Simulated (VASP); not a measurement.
# ReP (P6_3/mmc) in VASP: a series of runs, part 2 of 2

VASP 6.6.1.

## Step 3: Relaxation of shape and atoms at fixed volume, PBE (16.07 Å³/atom)

This run uses another cell than the first one, of 16.07 Å³/atom.

INCAR reads:

```
PREC     = Accurate       # precision mode
ENCUT    = 600            # plane-wave cutoff, eV
EDIFF    = 1E-7           # SCF threshold, eV
ISMEAR   = 0              # smearing method
SIGMA    = 0.05           # smearing width, eV
LREAL    = F              # projectors in reciprocal space
LASPH    = T              # aspherical terms in the spheres
NELM     = 80             # most SCF steps
ALGO     = Normal         # electronic algorithm
ISIF     = 4              # what is computed and relaxed
LWAVE    = F              # write WAVECAR
LCHARG   = F              # write CHGCAR
GGA      = PE             # functional
IBRION   = 2              # ionic algorithm
NSW      = 60             # ionic steps
EDIFFG   = -0.01          # ionic threshold
```

KPOINTS reads:

```
regular mesh
0
Gamma
  10 10 8
```

POSCAR reads:

```
ReP
1.0
    3.8065540008      0.0000000000      0.0000000000
   -1.9032770004      3.2965724656      0.0000000000
    0.0000000000      0.0000000000      5.1239294363
Re P
2 2
Direct
    0.0000000000      0.0000000000      0.0000000000
    0.0000000000      0.0000000000      0.5000000000
    0.3333333333      0.6666666667      0.2500000000
    0.6666666667      0.3333333333      0.7500000000
```

Potentials or basis: VASP PAW PBE potentials, release 64 (Re, P).

Command:

```
cat potpaw_PBE.64/Re/POTCAR potpaw_PBE.64/P/POTCAR > POTCAR
mpirun -np 1 vasp_std > vasp.out
```

OUTCAR:

```text
PREC = Accurate
   ENCUT = 600
   EDIFF = 1E-7
   ISMEAR = 0
   LREAL = F
   LASPH = T
   NELM = 80
   ISIF = 4
   GGA = PE
   IBRION = 2
   NSW = 60
   EDIFFG = -0.01

 ion  position               nearest neighbor table
   1  0.000  0.000  0.000-   3 2.54   4 2.54   4 2.54   3 2.54   4 2.54   3 2.54   2 2.56   2 2.56

   2  0.000  0.000  0.500-   3 2.54   4 2.54   4 2.54   3 2.54   4 2.54   3 2.54   1 2.56   1 2.56

   3  0.333  0.667  0.250-   1 2.54   2 2.54   1 2.54   2 2.54   1 2.54   2 2.54
   4  0.667  0.333  0.750-   1 2.54   2 2.54   1 2.54   2 2.54   1 2.54   2 2.54

  LATTYP: Found a hexagonal cell.
 ALAT       =     3.8065540008
 C/A-ratio  =     1.3460808477

  Lattice vectors:

 A1 = (   3.8065540008,   0.0000000000,   0.0000000000)
 A2 = (  -1.9032770004,   3.2965724656,   0.0000000000)
 A3 = (   0.0000000000,   0.0000000000,   5.1239294363)

Analysis of symmetry for initial positions (statically):
=====================================================================
 Subroutine PRICEL returns:
 Original cell was already a primitive cell.

 Routine SETGRP: Setting up the symmetry group for a
 hexagonal supercell.

 Subroutine GETGRP returns: Found 24 space group operations
 (whereof 12 operations were pure point group operations)
 out of a pool of 24 trial point group operations.

The static configuration has the point symmetry D_3d.
 The point group associated with its full space group is D_6h.

Analysis of symmetry for dynamics (positions and initial velocities):
=====================================================================
 Subroutine PRICEL returns:
 Original cell was already a primitive cell.

 Routine SETGRP: Setting up the symmetry group for a
 hexagonal supercell.

 Subroutine GETGRP returns: Found 24 space group operations
 (whereof 12 operations were pure point group operations)
 out of a pool of 24 trial point group operations.

The dynamic configuration has the point symmetry D_3d.
 The point group associated with its full space group is D_6h.

 Subroutine INISYM returns: Found 24 space group operations
 (whereof 12 operations are pure point group operations),
 and found     1 'primitive' translations

----------------------------------------------------------------------------------------

                                     Primitive cell

  volume of cell :      64.2980

  direct lattice vectors                    reciprocal lattice vectors
     3.806554001  0.000000000  0.000000000     0.262704798  0.151672686  0.000000000
    -1.903277000  3.296572466  0.000000000     0.000000000  0.303345372  0.000000000
     0.000000000  0.000000000  5.123929436     0.000000000  0.000000000  0.195162719

  length of vectors
     3.806554001  3.806554001  5.123929436     0.303345372  0.303345372  0.195162719

  position of ions in fractional coordinates (direct lattice)
     0.000000000  0.000000000  0.000000000
     0.000000000  0.000000000  0.500000000
     0.333333333  0.666666667  0.250000000
     0.666666667  0.333333333  0.750000000

  ion indices of the primitive-cell ions
   primitive index   ion index
                 1           1
[... 55 lines left out ...]
  0.400000  0.100000  0.125000     24.000000
 [... further k-points ...]
   k-points           NKPTS =     70   k-points in BZ     NKDIM =     70   number of bands    NBANDS=     16
   number of dos      NEDOS =    301   number of ions     NIONS =      4
   total plane-waves  NPLWV =  37800
   dimension x,y,z NGX =    30 NGY =   30 NGZ =   42
   dimension x,y,z NGXF=    60 NGYF=   60 NGZF=   84
   ions per type =               2   2
   NGX,Y,Z   is equivalent  to a cutoff of  13.10, 13.10, 13.63 a.u.
   NGXF,Y,Z  is equivalent  to a cutoff of  26.20, 26.20, 27.25 a.u.
 SYSTEM =  unknown system
   PREC   = accura    normal or accurate (medium, high low for compatibility)
   ISTART =      0    job   : 0-new  1-cont  2-samecut
   ICHARG =      2    charge: 1-file 2-atom 10-const
   ISPIN  =      1    spin polarized calculation?
   LNONCOLLINEAR =      F non collinear calculations
   LSORBIT =      F    spin-orbit coupling
   LASPH  =      T    aspherical Exc in radial PAW
   ENCUT  =  600.0 eV  44.10 Ry    6.64 a.u.   7.60  7.60 10.23*2*pi/ulx,y,z
   NELM   =     80;   NELMIN=  2; NELMDL= -5     # of ELM steps
   EDIFF  = 0.1E-06   stopping-criterion for ELM
   LREAL  =      F    real-space projection
   EDIFFG = -.1E-01   stopping-criterion for IOM
   NSW    =     60    number of steps for IOM
   IBRION =      2    ionic relax: 0-MD 1-quasi-New 2-CG
   NFREE  =      1    steps in history (QN), initial steepest desc. (CG)
   ISIF   =      4    stress and relaxation
   ISYM   =      2    0-nonsym 1-usesym 2-fastsym
   POTIM  = 0.5000    time-step for ionic-motion
   TEBEG  =    0.0;   TEEND  =   0.0 temperature during run
   PSTRESS=    0.0 pullay stress
   NELECT =      24.0000    total number of electrons
   NUPDOWN=      -1.0000    fix difference up-down
   EMIN   =  10.00;   EMAX   =-10.00  energy-range for DOS
   EFERMI =   0.00;   METHOD = LEGACY
   ISMEAR =     0;   SIGMA  =   0.05  broadening in eV -4-tet -1-fermi 0-gaus
   EFERMI_NEDOS =   21; number of points for ismear=-14 and -15
   IALGO  =     38    algorithm
   IMIX   =      4    mixing-type and parameters
     AMIX     =   0.40;   BMIX     =  1.00
     AMIX_MAG =   1.60;   BMIX_MAG =  1.00
  volume/ion in A,a.u.               =      16.07       108.48
  Fermi-wavevector in a.u.,A,eV,Ry     =   1.178725  2.227468 18.903848  1.389394
  Thomas-Fermi vector in A             =   2.315049
   LORBIT       =      0    0 simple, 1 ext, 2 COOP (PROOUT), +10 PAW based schemes
   GGA     = PE    functional components
   LHFCALC =     F    Hartree Fock is set to
   AEXX    =    0.0000 exact exchange contribution
   IVDW    =     0    specifies the selected vdW correction
   LEPSILON=     F    determine dielectric tensor
   LRPA    =     F    only Hartree local field effects (RPA)
 conjugate gradient relaxation of ions
 non-spin polarized calculation
 Gauss-broadening in eV      SIGMA  =   0.05
  energy-cutoff  :      600.00
  volume of cell :       64.30
 maximum number of plane-waves:      2163
   NGX = 15   NGY = 15   NGZ = 21

--------------------------------------- Ionic step        1  -------------------------------------------

 number of electron      24.0000000 magnetization

 Free energy of the ion-electron system (eV)
  ---------------------------------------------------
  ext. energy  EPLUGINS =         0.00000000
  ---------------------------------------------------
  free energy    TOTEN  =       -35.22654933 eV

  energy without entropy =      -35.22222794  energy(sigma->0) =      -35.22438863

------------------------ aborting loop because EDIFF is reached ----------------------------------------

  FORCE on cell =-STRESS in cart. coord.  units (eV):
  Direction    XX          YY          ZZ          XY          YZ          ZX
  --------------------------------------------------------------------------------------
  -------------------------------------------------------------------------------------
  Total       -2.8347588     -2.8347588     -3.6395722      0.0000000      0.0000000      0.0000000
  in kB      -70.6364616    -70.6364616    -90.6907849      0.0000000      0.0000000      0.0000000
  external PRESSURE =     -77.3212360 kB  Pullay stress =       0.0000000 kB
[... 63 lines left out ...]
--------------------------------------- Ionic step        3  -------------------------------------------

 number of electron      23.9999999 magnetization

 Free energy of the ion-electron system (eV)
  ---------------------------------------------------
  ext. energy  EPLUGINS =         0.00000000
  ---------------------------------------------------
  free energy    TOTEN  =       -35.22887533 eV

  energy without entropy =      -35.22498441  energy(sigma->0) =      -35.22692987

 E-fermi :   7.6754     XC(G=0): -11.9150

 val. band max:        7.6690814123   @ k =   0.5000   0.0000   0.2500
 cond. band min:       7.6822931321   @ k =   0.4000   0.2000   0.1250
 fundamental gap:      0.0132117198
 Fermi energy:         7.6753680339

 k-point     1 :       0.0000    0.0000    0.0000
  band No.  band energies     occupation
      1      -5.9307      2.00000
      2      -2.0708      2.00000
      3       0.7147      2.00000
      4       1.7738      2.00000
      5       1.7738      2.00000
      6       2.4941      2.00000
[... 433 lines left out ...]
      3       0.2137      2.00000
      4       1.8876      2.00000
      5       2.5819      2.00000
      6       2.8244      2.00000
[... 8 lines left out ...]
     15       9.2908      0.00000
     16      10.2257      0.00000

 [... further k-points ...]

------------------------ aborting loop because EDIFF is reached ----------------------------------------

  FORCE on cell =-STRESS in cart. coord.  units (eV):
  Direction    XX          YY          ZZ          XY          YZ          ZX
  --------------------------------------------------------------------------------------
  -------------------------------------------------------------------------------------
  Total       -2.9372870     -2.9372870     -2.9330438      0.0000000      0.0000000      0.0000000
  in kB      -73.1912561    -73.1912561    -73.0855240      0.0000000      0.0000000      0.0000000
  external PRESSURE =     -73.1560121 kB  Pullay stress =       0.0000000 kB
[... 19 lines left out ...]
  FREE ENERGIE OF THE ION-ELECTRON SYSTEM (eV)
  ---------------------------------------------------
  free  energy   TOTEN  =       -35.2288753285 eV

  energy  without entropy=      -35.2249844071  energy(sigma->0) =      -35.22692987

 reached required accuracy - stopping structural energy minimisation
```

It took 3.6 min on 1 thread of Intel Xeon 6975P-C (Granite Rapids), shared host; peak memory 0.25 GiB.

Results:

| Quantity | Value |
| --- | --- |
| Free energy | -35.2289 eV |
| Energy gained by relaxing | 0.6 meV/atom |
| Ionic steps | 3 |
| Pressure after relaxing | -7.3 GPa |
| Band gap on the k mesh | zero (bands 12 and 13 overlap by 1.08 eV) |

Step by step:
| step | energy change (eV) | largest force (eV/Å) | pressure (GPa) | volume (Å³) |
| --- | --- | --- | --- | --- |
| 1 | 0.0000 | 0.0000 | -7.73 | 64.30 |
| 2 | -0.0023 | 0.0000 | -7.25 | 64.30 |
| 3 | -0.0023 | 0.0000 | -7.32 | 64.30 |

Final structure:
```cif
data_structure
_symmetry_space_group_name_H-M 'P 1'
_symmetry_Int_Tables_number 1
_cell_length_a 3.8174
_cell_length_b 3.8174
_cell_length_c 5.0950
_cell_angle_alpha 90.000
_cell_angle_beta 90.000
_cell_angle_gamma 120.000
_cell_volume 64.30
loop_
_atom_site_label
_atom_site_type_symbol
_atom_site_fract_x
_atom_site_fract_y
_atom_site_fract_z
_atom_site_occupancy
Re1 Re 0.00000 0.00000 0.00000 1
Re2 Re 0.00000 0.00000 0.50000 1
P1 P 0.33333 0.66667 0.25000 1
P2 P 0.66667 0.33333 0.75000 1
```

Levels at points of the mesh, in eV from the Fermi level:
```
           k point  band 8  band 9  band 10  band 11  band 12  band 13  band 14  band 15  band 16
(0.00, 0.00, 0.00)   -3.24   -1.64    -1.64    -0.61    -0.61     0.98     1.81     1.81     2.82
(0.50, 0.00, 0.00)   -3.29   -2.94    -1.64    -1.02    -0.03     0.27     1.24     1.70     2.30
(0.00, 0.00, 0.50)   -3.81   -1.73    -1.73    -1.73    -1.73    -0.59    -0.59     3.96     3.96
(0.50, 0.00, 0.50)   -3.47   -1.60    -1.60    -0.50    -0.50    -0.35    -0.35     2.16     2.16
```

Caveat: spin-orbit coupling is left out, which moves the levels of the heavy elements.

## Step 4: Relaxation of shape and atoms at fixed volume, PBE (16.54 Å³/atom)

This run uses another cell than the first one, of 16.54 Å³/atom.

INCAR reads:

```
ALGO = Normal
EDIFF = 1E-6
EDIFFG = -0.01
ENCUT = 600
GGA = PE
IBRION = 2
ISIF = 4
ISMEAR = 0
LASPH = T
LCHARG = F
LREAL = F
LWAVE = F
NELM = 80
NSW = 60
PREC = Accurate
SIGMA = 0.05
```

KPOINTS reads:

```
k-points
0
Gamma
  10 10 8
```

POSCAR reads:

```
ReP
1.0
    3.8506413611      0.0000000000      0.0000000000
   -1.9253206806      3.3347532396      0.0000000000
    0.0000000000      0.0000000000      5.1517102187
Re P
2 2
Direct
    0.0000000000      0.0000000000      0.0000000000
    0.0000000000      0.0000000000      0.5000000000
    0.3333333333      0.6666666667      0.2500000000
    0.6666666667      0.3333333333      0.7500000000
```

Potentials or basis: VASP PAW PBE potentials, release 64 (Re, P).

Command:

```
cat potpaw_PBE.64/Re/POTCAR potpaw_PBE.64/P/POTCAR > POTCAR
mpirun -np 1 vasp_std > vasp.out
```

OUTCAR:

```text
EDIFF = 1E-6
   EDIFFG = -0.01
   ENCUT = 600
   GGA = PE
   IBRION = 2
   ISIF = 4
   ISMEAR = 0
   LASPH = T
   LREAL = F
   NELM = 80
   NSW = 60
   PREC = Accurate

 ion  position               nearest neighbor table
   1  0.000  0.000  0.000-   3 2.57   4 2.57   4 2.57   3 2.57   4 2.57   3 2.57   2 2.58   2 2.58

   2  0.000  0.000  0.500-   3 2.57   4 2.57   4 2.57   3 2.57   4 2.57   3 2.57   1 2.58   1 2.58

   3  0.333  0.667  0.250-   1 2.57   2 2.57   1 2.57   2 2.57   1 2.57   2 2.57
   4  0.667  0.333  0.750-   1 2.57   2 2.57   1 2.57   2 2.57   1 2.57   2 2.57

  LATTYP: Found a hexagonal cell.
 ALAT       =     3.8506413611
 C/A-ratio  =     1.3378836759

  Lattice vectors:

 A1 = (   3.8506413611,   0.0000000000,   0.0000000000)
 A2 = (  -1.9253206806,   3.3347532396,   0.0000000000)
 A3 = (   0.0000000000,   0.0000000000,   5.1517102187)
[... 268 lines left out ...]

 E-fermi :   7.3253     XC(G=0): -11.7732

 val. band max:        7.3225500585   @ k =   0.5000   0.0000   0.2500
 cond. band min:       7.3258210094   @ k =   0.5000   0.0000   0.3750
 fundamental gap:      0.0032709510
 Fermi energy:         7.3252567053

 k-point     1 :       0.0000    0.0000    0.0000
  band No.  band energies     occupation
      1      -6.0540      2.00000
      2      -2.3344      2.00000
      3       0.5973      2.00000
      4       1.5818      2.00000
      5       1.5818      2.00000
      6       2.2497      2.00000
[... 433 lines left out ...]
      3       0.0375      2.00000
      4       1.7101      2.00000
      5       2.3801      2.00000
      6       2.6446      2.00000
[... 8 lines left out ...]
     15       8.9371      0.00000
     16       9.6798      0.00000

 [... further k-points ...]

------------------------ aborting loop because EDIFF is reached ----------------------------------------

  FORCE on cell =-STRESS in cart. coord.  units (eV):
  Direction    XX          YY          ZZ          XY          YZ          ZX
  --------------------------------------------------------------------------------------
  -------------------------------------------------------------------------------------
  Total       -5.0366272     -5.0366272     -5.0252750      0.0000000      0.0000000      0.0000000
  in kB     -121.9838078   -121.9838078   -121.7088656      0.0000000      0.0000000      0.0000000
  external PRESSURE =    -121.8921604 kB  Pullay stress =       0.0000000 kB
[... 19 lines left out ...]
  FREE ENERGIE OF THE ION-ELECTRON SYSTEM (eV)
  ---------------------------------------------------
  free  energy   TOTEN  =       -35.1153862569 eV

  energy  without entropy=      -35.1114067453  energy(sigma->0) =      -35.11339650

 reached required accuracy - stopping structural energy minimisation
```

CONTCAR:

```text
ReP
   1.00000000000000
     3.8649270914604235    0.0000000000029754    0.0000000000000000
    -1.9324635457778205    3.3471250449998378   -0.0000000000000000
    -0.0000000000000000   -0.0000000000000000    5.1136966019397034
  Re              P
     2     2
Direct
     0.0000000000000000    1.0000000000000000    0.0000000000000000
     0.0000000000000000    1.0000000000000000    0.5000000000000000
     0.3333333332999970    0.6666666667000030    0.2500000000000000
     0.6666666667000030    0.3333333332999970    0.7500000000000000

  0.00000000E+00  0.00000000E+00  0.00000000E+00
  0.00000000E+00  0.00000000E+00  0.00000000E+00
  0.00000000E+00  0.00000000E+00  0.00000000E+00
  0.00000000E+00  0.00000000E+00  0.00000000E+00
```

It took 2.5 min on 1 thread of Intel Xeon 6975P-C (Granite Rapids), shared host; peak memory 0.26 GiB.

Results:

- Free energy: -35.1154 eV
- Energy gained by relaxing: 1.0 meV/atom
- Ionic steps: 3
- Pressure after relaxing: -12.2 GPa
- Band gap on the k mesh: zero (bands 12 and 13 overlap by 1.11 eV)

The path:
```
step  energy change (eV)  largest force (eV/Å)  pressure (GPa)  volume (Å³)
   1              0.0000                0.0000          -12.70        66.15
   2             -0.0039                0.0000          -12.11        66.15
   3             -0.0039                0.0000          -12.19        66.15
```

Final structure:
```
Re P
1.0
     3.86493    0.00000    0.00000
    -1.93246    3.34713    0.00000
     0.00000    0.00000    5.11370
Re P
2 2
Cartesian
  -1.9325 3.3471 0.0000
  -1.9325 3.3471 2.5568
  0.0000 2.2314 1.2784
  1.9325 1.1157 3.8353
```

Caveat: spin-orbit coupling is left out, which moves the levels of the heavy elements.

## Step 5: The runs side by side

```tsv
cell	gap on the mesh (eV)	pressure (GPa)
relaxed from a = 3.773, b = 3.773, c = 5.114 Å, angles 90.0, 90.0, 120.0°, 4 atoms	none	-3.5
relaxed from a = 3.807, b = 3.807, c = 5.124 Å, angles 90.0, 90.0, 120.0°, 4 atoms	none	-7.3
relaxed from a = 3.851, b = 3.851, c = 5.152 Å, angles 90.0, 90.0, 120.0°, 4 atoms	none	-12.2
```

Alike in all rows: task relaxation of shape and atoms at fixed volume; level PBE; potentials or basis VASP PAW PBE potentials, release 64 (Re, P); no spin polarisation; k mesh 10 × 10 × 8; cutoff (eV) 600; smearing gaussian 0.05 eV.

Caveats: spin-orbit coupling is left out, which moves the levels of the heavy elements.

Total energies depend on the potentials used, so only differences within one code and one set of settings carry meaning.

The gap in the log of VASP goes by the Fermi energy; the results here count the filled bands.